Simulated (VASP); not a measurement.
Input of a VASP 6.6.1 run:

File INCAR:

```
  ALGO = Normal
  EDIFF = 1E-6
  ENCUT = 520
  GGA = PE
  ISIF = 2
  ISMEAR = -1
  ISPIN = 2
  IVDW = 12
  LASPH = True
  LCHARG = False
  LORBIT = 11
  LREAL = Auto
  LWAVE = False
  MAGMOM = 0 0 0 0 0 0 0 0 0 0 0 0 0 0 0 0 0 0 0 0 0 0 0 0 0 0 0 0 0 0 0 0 0 0 0 0 0 0 0 0 0 0 0 0 0 0 0 0 0 0 0 0 0 0 0 0 0 0 0 0 0 0 0
  NBANDS = 168
  NELM = 150
  PREC = Accurate
  SIGMA = 0.05
```

Contents of KPOINTS:

```
k-points
0
Gamma
  1 1 1
```

POSCAR

```
Si62As
1.0
   10.8600000000      0.0000000000      0.0000000000
    0.0000000000     10.8600000000      0.0000000000
    0.0000000000      0.0000000000     10.8600000000
Si As
62 1
Direct
    0.5002878453     -0.0017069061     -0.0004829650
    0.6236079190      0.1236971455      0.1262900552
    0.7516204420      0.2467972376     -0.0000232965
    0.8743880295      0.3738186004      0.1249405157
    0.7524541436      0.0058518416      0.2558977901
    0.8724046041      0.1356067219      0.3859246777
    0.0032689687     -0.0022365562     -0.0008435543
    0.1233806630      0.1251354512      0.1267992634
    0.2483833333      0.2512117864      0.0014733886
    0.3804527624      0.3767997238      0.1193460405
    0.5112085635      0.4965157459     -0.0111659300
    0.6264195212      0.6228585635      0.1222860958
    0.7516608656      0.7532046961      0.0030336096
    0.8763500000      0.8799123389      0.1294592081
    0.2497608656     -0.0008864641      0.2495976980
    0.3738569061      0.1243078269      0.3748616943
    0.4991502762      0.2491054328      0.2487065378
    0.6235430018      0.3747613260      0.3748460405
    0.7497527624      0.4989232044      0.2497743094
    0.8758439227      0.6225509208      0.3751647330
    0.5002641805     -0.0038142726      0.4961292818
    0.6215401473      0.1212918048      0.6246502762
    0.7436807551      0.2594610497      0.5130264273
    0.7497131676     -0.0006980663      0.7498379374
    0.8757988950      0.1228355433      0.8754769797
   -0.0020546961      0.4991508287     -0.0013588398
    0.1246876611      0.6255356354      0.1237214549
    0.2524832413      0.7473187845     -0.0016073665
    0.3747291897      0.8740071823      0.1247162983
   -0.0012007366      0.2505270718      0.2522320442
    0.1267004604      0.3759332413      0.3733000000
    0.2542054328      0.5006266114      0.2462813996
    0.3741791897      0.6276748619      0.3755931860
    0.5010444751      0.7475807551      0.2474658379
    0.6263006446      0.8726193370      0.3726379374
   -0.0009547882      0.0025305709      0.5005408840
    0.1202639963      0.1300340700      0.6259951197
    0.2492250460      0.2497702578      0.4995387661
    0.3745380295      0.3737982505      0.6246522099
    0.4999255064      0.4988844383      0.4997568140
    0.6268686004      0.6231501842      0.6227203499
    0.7523643646      0.7480008287      0.5000377532
    0.8750871087      0.8753705341      0.6244548803
    0.2488368324      0.0014111418      0.7493463168
    0.3718417127      0.1245437385      0.8788195212
    0.4974090239      0.2455913444      0.7486626151
    0.6350631676      0.3669609576      0.8627902394
    0.8750437385      0.6297962247      0.8790035912
    0.0003563536      0.7494792818      0.2501629834
    0.1233595764      0.8762400552      0.3755723757
   -0.0010687845      0.4982498158      0.5009861878
    0.1235108656      0.6226484346      0.6249918969
    0.2482034991      0.7505445672      0.5010486188
    0.3747974217      0.8751939227      0.6247820442
   -0.0088414365      0.2561027624      0.7511360958
    0.1231572744      0.3756659300      0.8738817680
    0.2505662983      0.4994337017      0.7498250460
    0.3783194291      0.6227813076      0.8733865562
    0.5032013812      0.7475856354      0.7482100368
    0.6256327808      0.8739604972      0.8747082873
   -0.0016545120      0.7481571823      0.7487816759
    0.1264888582      0.8721559853      0.8738754144
    0.8259127993      0.4070091160      0.6694481584
```

Potentials or basis: VASP PAW PBE potentials, release 64 (Si, As).

Command:

```console
$ cat potpaw_PBE.64/Si/POTCAR potpaw_PBE.64/As/POTCAR > POTCAR
$ mpirun -np 1 vasp_gam > vasp.out
```

Q: What does it give for the dispersion energy per atom?

A: -0.316 eV.

Q: Predict the pressure.

A: -0.5 GPa.

Stress tensor (GPa, compression positive):
```
-0.67  0.07 -0.08
 0.07 -0.32  0.17
-0.08  0.17 -0.58
```

Caveat: the k points lie up to 0.58 Å⁻¹ apart; no moment was typed at the start, so none could form.
